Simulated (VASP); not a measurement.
Input of a VASP 6.6.1 run:

Contents of POSCAR:

```
HfB2
1.0
    3.1400000000      0.0000000000      0.0000000000
   -1.5700000000      2.7193200000      0.0000000000
    0.0000000000      0.0000000000      3.4800000000
Hf B
1 2
Direct
    0.0000000000      0.0000000000      0.0000000000
    0.3333333333      0.6666666667      0.5000000000
    0.6666666667      0.3333333333      0.5000000000
```

The input INCAR.step1:

```
SYSTEM = HfB2
ALGO = Normal
EDIFF = 1E-4
ENCUT = 520
GGA = PE
ISMEAR = 1
LASPH = .True.
LCHARG = .False.
LREAL = .False.
LWAVE = .True.
NBANDS = 15
NELM = 100
PREC = Accurate
SIGMA = 0.05
```

Contents of INCAR.step2:

```
SYSTEM = HfB2
ALGO = Normal
EDIFF = 1E-6
ENCUT = 520
ISIF = 2
ISMEAR = 1
ISTART = 1
LASPH = .True.
LCHARG = .False.
LMIXTAU = .True.
LREAL = .False.
LWAVE = .False.
METAGGA = R2SCAN
NBANDS = 15
NELM = 100
PREC = Accurate
SIGMA = 0.05
```

Contents of KPOINTS:

```
k-points
0
Gamma
  6 6 5
  0 0 0
```

Potentials or basis: VASP PAW PBE potentials, release 64 (Hf_pv, B).

Command:

```bash
$ cat potpaw_PBE.64/Hf_pv/POTCAR potpaw_PBE.64/B/POTCAR > POTCAR
$ cp INCAR.step1 INCAR
$ mpirun -np 1 vasp_std > vasp.out
$ cp INCAR.step2 INCAR
$ mpirun -np 1 vasp_std > vasp.out
```

Q: What does it give for the band gap on the k mesh?

A: Zero (band 8 reaches 8.23 eV, above the bottom of band 9 at 7.40 eV).

Q: What does it give for the pressure?

A: -1.0 GPa.

Stress tensor (GPa, compression positive):
```
-0.61  0.00  0.00
 0.00 -0.61  0.00
 0.00  0.00 -1.89
```

Caveat: the k points lie up to 0.39 Å⁻¹ apart; the PAW data sets were made with another functional, which shifts forces and pressure a little; spin-orbit coupling is left out, which moves the levels of the heavy elements.
